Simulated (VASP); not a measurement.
# SrNiF6 (R-3m) in VASP: a series of runs

The runs below take SrNiF6 through single point, with LDA+U.

Program: VASP 6.6.1. These are calculated values, not measurements. Logs are shortened: lines on timing, memory, paths and dates and some standing lists are left out, and cuts for length are marked.

## Step 1: The cell of the first run

Symmetry: R-3m, No. 166, trigonal system. Conventional cell: a = 7.074 Å, b = 7.074 Å, c = 6.656 Å, α = 90.00°, β = 90.00°, γ = 120.00°. Sr (site symmetry -3m) has 12 F at 2.61 to 2.72 Å and 2 Ni at 3.33 Å within 3.4 Å. Within 2.4 Å of Ni (site symmetry -3m) lie 6 F at 1.80 Å. Within 2.4 Å of F (site symmetry m) lie 1 Ni at 1.80 Å.

## Step 2: Single point, LDA+U, collinear spin, zero start

File INCAR:

```
SYSTEM = SrNiF6
PREC     = Accurate       ! precision mode
ENCUT    = 520            ! plane-wave cutoff, eV
EDIFF    = 1E-7           ! SCF threshold, eV
ISMEAR   = 0              ! smearing method
SIGMA    = 0.05           ! smearing width, eV
LREAL    = .False.        ! projectors in reciprocal space
LASPH    = .True.         ! aspherical terms in the spheres
NELM     = 150            ! most SCF steps
ALGO     = Normal         ! electronic algorithm
ISIF     = 2              ! what is computed and relaxed
LWAVE    = .False.        ! write WAVECAR
LCHARG   = .False.        ! write CHGCAR
ISPIN    = 2              ! spin polarisation
MAGMOM   = 0 0 0 0 0 0 0 0 ! initial moments
LORBIT   = 11             ! projections on sites
LMAXMIX  = 4              ! l up to which the mixer works
LDAU     = .True.         ! DFT+U
LDAUTYPE = 1            
LDAUL    = -1 2 -1        ! shell
LDAUU    = 0 2 0          ! U, eV
LDAUJ    = 0 0.7 0      
LDAUPRINT= 1            
NBANDS   = 45             ! bands
```

File KPOINTS:

```
regular mesh
0
Gamma
  4 4 4
  0 0 0
```

File POSCAR:

```
SrNiF6
1.0
    3.5370014100      2.0420887200      2.2186700300
   -3.5370014100      2.0420887200      2.2186700300
    0.0000000000     -4.0841774300      2.2186700300
Sr Ni F
1 1 6
Direct
    0.5000000000      0.5000000000      0.5000000000
    0.0000000000      0.0000000000      0.0000000000
    0.2760000000      0.9160000000      0.2760000000
    0.2760000000      0.2760000000      0.9160000000
    0.9160000000      0.2760000000      0.2760000000
    0.7240000000      0.0840000000      0.7240000000
    0.0840000000      0.7240000000      0.7240000000
    0.7240000000      0.7240000000      0.0840000000
```

Potentials or basis: VASP PAW LDA potentials, release 64 (Sr_sv, Ni, F).

Command:

```sh
cat potpaw_LDA.64/Sr_sv/POTCAR potpaw_LDA.64/Ni/POTCAR potpaw_LDA.64/F/POTCAR > POTCAR
mpirun -np 1 vasp_std > vasp.out
```

OUTCAR:

```text
SYSTEM = SrNiF6
   PREC = Accurate
   ENCUT = 520
   EDIFF = 1E-7
   ISMEAR = 0
   LREAL = .False.
   LASPH = .True.
   NELM = 150
   ISIF = 2
   ISPIN = 2
   LORBIT = 11

 ion  position               nearest neighbor table
   1  0.500  0.500  0.500-   3 2.61   5 2.61   6 2.61   7 2.61   4 2.61   8 2.61   8 2.72   4 2.72
                             7 2.72   6 2.72   3 2.72   5 2.72   2 3.33   2 3.33
   2  0.000  0.000  0.000-   3 1.80   5 1.80   6 1.80   7 1.80   4 1.80   8 1.80   1 3.33   1 3.33

   3  0.276  0.916  0.276-   2 1.80   1 2.61   1 2.72
   4  0.276  0.276  0.916-   2 1.80   1 2.61   1 2.72
   5  0.916  0.276  0.276-   2 1.80   1 2.61   1 2.72
   6  0.724  0.084  0.724-   2 1.80   1 2.61   1 2.72
   7  0.084  0.724  0.724-   2 1.80   1 2.61   1 2.72
   8  0.724  0.724  0.084-   2 1.80   1 2.61   1 2.72

  LATTYP: Found a trigonal (rhomboedric) cell.
 ALAT       =     4.6479029698
 COS(alpha) =    -0.1582074533

  Lattice vectors:

 A1 = (   3.5370014100,   2.0420887200,   2.2186700300)
 A2 = (  -3.5370014100,   2.0420887200,   2.2186700300)
 A3 = (   0.0000000000,  -4.0841774300,   2.2186700300)

Analysis of symmetry for initial positions (statically):
=====================================================================
 Subroutine PRICEL returns:
 Original cell was already a primitive cell.

 Routine SETGRP: Setting up the symmetry group for a
 trigonal (rhombohedral) supercell.

 Subroutine GETGRP returns: Found 12 space group operations
 (whereof 12 operations were pure point group operations)
 out of a pool of 12 trial point group operations.

The static configuration has the point symmetry D_3d.

Analysis of symmetry for dynamics (positions and initial velocities):
=====================================================================
 Subroutine PRICEL returns:
 Original cell was already a primitive cell.

 Routine SETGRP: Setting up the symmetry group for a
 trigonal (rhombohedral) supercell.

 Subroutine GETGRP returns: Found 12 space group operations
 (whereof 12 operations were pure point group operations)
 out of a pool of 12 trial point group operations.

The dynamic configuration has the point symmetry D_3d.

Analysis of structural, dynamic, and magnetic symmetry:
=====================================================================
 Subroutine PRICEL returns:
 Original cell was already a primitive cell.

 Routine SETGRP: Setting up the symmetry group for a
 trigonal (rhombohedral) supercell.

 Subroutine GETGRP returns: Found 12 space group operations
 (whereof 12 operations were pure point group operations)
 out of a pool of 12 trial point group operations.

The overall configuration has the point symmetry D_3d.

 Subroutine INISYM returns: Found 12 space group operations
 (whereof 12 operations are pure point group operations),
 and found     1 'primitive' translations

----------------------------------------------------------------------------------------

                                     Primitive cell

  volume of cell :      96.1510

  direct lattice vectors                    reciprocal lattice vectors
     3.537001410  2.042088720  2.218670030     0.141362680  0.081615782  0.150240157
    -3.537001410  2.042088720  2.218670030    -0.141362680  0.081615782  0.150240157
     0.000000000 -4.084177430  2.218670030     0.000000000 -0.163231563  0.150240157

  length of vectors
     4.647902970  4.647902970  4.647902966     0.221848254  0.221848254  0.221848254

  position of ions in fractional coordinates (direct lattice)
     0.500000000  0.500000000  0.500000000
     0.000000000  0.000000000  0.000000000
     0.276000000  0.916000000  0.276000000
     0.276000000  0.276000000  0.916000000
     0.916000000  0.276000000  0.276000000
     0.724000000  0.084000000  0.724000000
     0.084000000  0.724000000  0.724000000
     0.724000000  0.724000000  0.084000000

  ion indices of the primitive-cell ions
   primitive index   ion index
                 1           1
[... 103 lines left out ...]
 Gauss-broadening in eV      SIGMA  =   0.05
  energy-cutoff  :      520.00
  volume of cell :       96.15
 maximum number of plane-waves:      2599
 NGX is ok and might be reduce to    36
   NGX = 17   NGY = 17   NGZ = 17

 number of electron      61.9999993 magnetization       0.0000030

atom =   2  type =  2  l = 2

 onsite density matrix

spin component  1

  0.8428 -0.0000 -0.0000  0.2084 -0.0000
 -0.0000  0.7052  0.0000 -0.0000  0.2084
 -0.0000  0.0000  0.9923  0.0000  0.0000
  0.2084 -0.0000  0.0000  0.7052 -0.0000
 -0.0000  0.2084  0.0000 -0.0000  0.8428

spin component  2

  0.8428 -0.0000 -0.0000  0.2084 -0.0000
 -0.0000  0.7052  0.0000 -0.0000  0.2084
 -0.0000  0.0000  0.9923  0.0000  0.0000
  0.2084 -0.0000  0.0000  0.7052 -0.0000
 -0.0000  0.2084  0.0000 -0.0000  0.8428

 occupancies and eigenvectors

  o =  0.5546  v =  0.0000  0.0000  0.0000  0.0000  0.0000 -0.5858 -0.0000  0.0000  0.8104  0.0000      0.0000  0.0000  0.0000  0.0000  0.0000  0.0000  0.0000  0.0000  0.0000  0.0000
  o =  0.5546  v =  0.0000  0.0000  0.0000  0.0000  0.0000  0.0000 -0.8104  0.0000 -0.0000  0.5858      0.0000  0.0000  0.0000  0.0000  0.0000  0.0000  0.0000  0.0000  0.0000  0.0000
  o =  0.5546  v =  0.5858  0.0000  0.0000 -0.8104  0.0000  0.0000  0.0000  0.0000  0.0000  0.0000      0.0000  0.0000  0.0000  0.0000  0.0000  0.0000  0.0000  0.0000  0.0000  0.0000
  o =  0.5546  v =  0.0000 -0.8104  0.0000  0.0000  0.5858  0.0000  0.0000  0.0000  0.0000  0.0000      0.0000  0.0000  0.0000  0.0000  0.0000  0.0000  0.0000  0.0000  0.0000  0.0000
  o =  0.9923  v =  0.0000  0.0000 -1.0000  0.0000  0.0000  0.0000  0.0000  0.0000  0.0000  0.0000      0.0000  0.0000  0.0000  0.0000  0.0000  0.0000  0.0000  0.0000  0.0000  0.0000
  o =  0.9923  v =  0.0000  0.0000  0.0000  0.0000  0.0000 -0.0000 -0.0000  1.0000 -0.0000 -0.0000      0.0000  0.0000  0.0000  0.0000  0.0000  0.0000  0.0000  0.0000  0.0000  0.0000
  o =  0.9934  v =  0.0000 -0.5858 -0.0000  0.0000 -0.8104  0.0000  0.0000  0.0000  0.0000  0.0000      0.0000  0.0000  0.0000  0.0000  0.0000  0.0000  0.0000  0.0000  0.0000  0.0000
  o =  0.9934  v = -0.8104  0.0000  0.0000 -0.5858  0.0000  0.0000  0.0000  0.0000  0.0000  0.0000      0.0000  0.0000  0.0000  0.0000  0.0000  0.0000  0.0000  0.0000  0.0000  0.0000
  o =  0.9934  v =  0.0000  0.0000  0.0000  0.0000  0.0000  0.0000 -0.5858 -0.0000  0.0000 -0.8104      0.0000  0.0000  0.0000  0.0000  0.0000  0.0000  0.0000  0.0000  0.0000  0.0000
  o =  0.9934  v =  0.0000  0.0000  0.0000  0.0000  0.0000  0.8104  0.0000  0.0000  0.5858  0.0000      0.0000  0.0000  0.0000  0.0000  0.0000  0.0000  0.0000  0.0000  0.0000  0.0000

 number of electron      61.9999993 magnetization      -0.0000000

 Free energy of the ion-electron system (eV)
  ---------------------------------------------------
  ext. energy  EPLUGINS =         0.00000000
  ---------------------------------------------------
  free energy    TOTEN  =       -41.21237092 eV

  energy without entropy =      -41.21237092  energy(sigma->0) =      -41.21237092

 E-fermi :  -0.5935     XC(G=0): -10.8480

 val. band max:       -0.8990006958   @ k =   0.5000   0.5000   0.0000
 cond. band min:       0.3251863480   @ k =   0.0000   0.0000   0.0000
 fundamental gap:      1.2241870438
 Fermi energy:        -0.5934759223

 spin component 1

 k-point     1 :       0.0000    0.0000    0.0000
  band No.  band energies     occupation
      1     -31.8615      1.00000
      2     -22.1544      1.00000
      3     -21.1633      1.00000
      4     -21.1633      1.00000
      5     -21.0980      1.00000
      6     -21.0980      1.00000
[... 587 lines left out ...]
     42      12.8078      0.00000
     43      14.1690      0.00000
 Fermi energy:        -0.5934759223

 spin component 2

 k-point     1 :       0.0000    0.0000    0.0000
  band No.  band energies     occupation
      1     -31.8615      1.00000
      2     -22.1544      1.00000
      3     -21.1633      1.00000
      4     -21.1633      1.00000
      5     -21.0980      1.00000
      6     -21.0980      1.00000
[... 587 lines left out ...]
     42      12.8078      0.00000
     43      14.1690      0.00000
 [bands above 43 left out]

------------------------ aborting loop because EDIFF is reached ----------------------------------------

  FORCE on cell =-STRESS in cart. coord.  units (eV):
  Direction    XX          YY          ZZ          XY          YZ          ZX
  --------------------------------------------------------------------------------------
  -------------------------------------------------------------------------------------
  Total       -5.2200312     -5.2200312     -3.9306489      0.0000000     -0.0000000      0.0000000
  in kB      -86.9820979    -86.9820979    -65.4969425      0.0000000     -0.0000001      0.0000000
  external PRESSURE =     -79.8203794 kB  Pullay stress =       0.0000000 kB

 VOLUME and BASIS-vectors are now :
 -----------------------------------------------------------------------------
  energy-cutoff  :      520.00
  volume of cell :       96.15
      direct lattice vectors                 reciprocal lattice vectors
     3.537001410  2.042088720  2.218670030     0.141362680  0.081615782  0.150240157
    -3.537001410  2.042088720  2.218670030    -0.141362680  0.081615782  0.150240157
     0.000000000 -4.084177430  2.218670030     0.000000000 -0.163231563  0.150240157

 POSITION                                       TOTAL-FORCE (eV/Angst)
 -----------------------------------------------------------------------------------
      0.00000      0.00000      3.32801        -0.000000     -0.000000     -0.000000
      0.00000      0.00000      0.00000        -0.000000     -0.000000     -0.000000
     -2.26368      1.30694      3.25701        -0.736946      0.425476     -0.081948
      0.00000     -2.61387      3.25701        -0.000000     -0.850951     -0.081948
      2.26368      1.30694      3.25701         0.736946      0.425476     -0.081948
      2.26368     -1.30694      3.39900         0.736946     -0.425476      0.081948
     -2.26368     -1.30694      3.39900        -0.736946     -0.425476      0.081948
      0.00000      2.61387      3.39900        -0.000000      0.850951      0.081948
 -----------------------------------------------------------------------------------
    total drift:                               -0.000000      0.000000     -0.000000

  FREE ENERGIE OF THE ION-ELECTRON SYSTEM (eV)
  ---------------------------------------------------
  free  energy   TOTEN  =       -41.2123709158 eV

  energy  without entropy=      -41.2123709158  energy(sigma->0) =      -41.21237092

 total charge

# of ion       s       p       d       tot
------------------------------------------
    1        1.986   5.765   0.130   7.881
    2        0.479   0.813   8.142   9.434
    3        1.734   4.289   0.000   6.023
    4        1.734   4.289   0.000   6.023
    5        1.734   4.289   0.000   6.023
    6        1.734   4.289   0.000   6.023
    7        1.734   4.289   0.000   6.023
    8        1.734   4.289   0.000   6.023
--------------------------------------------------
tot         12.868  32.314   8.272  53.454

 magnetization (x)

# of ion       s       p       d       tot
------------------------------------------
    1       -0.000   0.000   0.000   0.000
    2       -0.000   0.000   0.000   0.000
    3        0.000   0.000   0.000   0.000
    4        0.000   0.000   0.000   0.000
    5        0.000   0.000   0.000   0.000
    6        0.000   0.000   0.000   0.000
    7        0.000   0.000   0.000   0.000
    8        0.000   0.000   0.000   0.000
--------------------------------------------------
tot          0.000   0.000   0.000   0.000
```

Wall time 2.1 min (1 thread of AMD EPYC 7R43 (Zen 3), shared host); peak memory 0.2 GiB.

Results:

- Free energy: -41.2124 eV
- Pressure: -8.0 GPa
- Largest force: 0.855 eV/Å
- Band gap on the k mesh: 1.22 eV (least direct gap 1.23 eV)
- Net moment: 0.00 μB per cell
- Valence electrons inside the program's atomic spheres: Sr 7.88; Ni 9.43; F 6.02

Forces in eV/Å, atoms in the order of the input:
```
Sr   0.000  0.000  0.000
Ni   0.000  0.000  0.000
F   -0.737  0.425 -0.082
F    0.000 -0.851 -0.082
F    0.737  0.425 -0.082
F    0.737 -0.425  0.082
F   -0.737 -0.425  0.082
F    0.000  0.851  0.082
```

Eigenvalues of the final occupation matrices:
| site | spin | trace | eigenvalues |
| --- | --- | --- | --- |
| site 2 d | 1 | 4.09 | 0.55 0.55 0.99 0.99 0.99 |
| site 2 d | 2 | 4.09 | 0.55 0.55 0.99 0.99 0.99 |

Caveat: the cell stands under tension. A k mesh can miss the band edges.

[end of part 1 of 2]
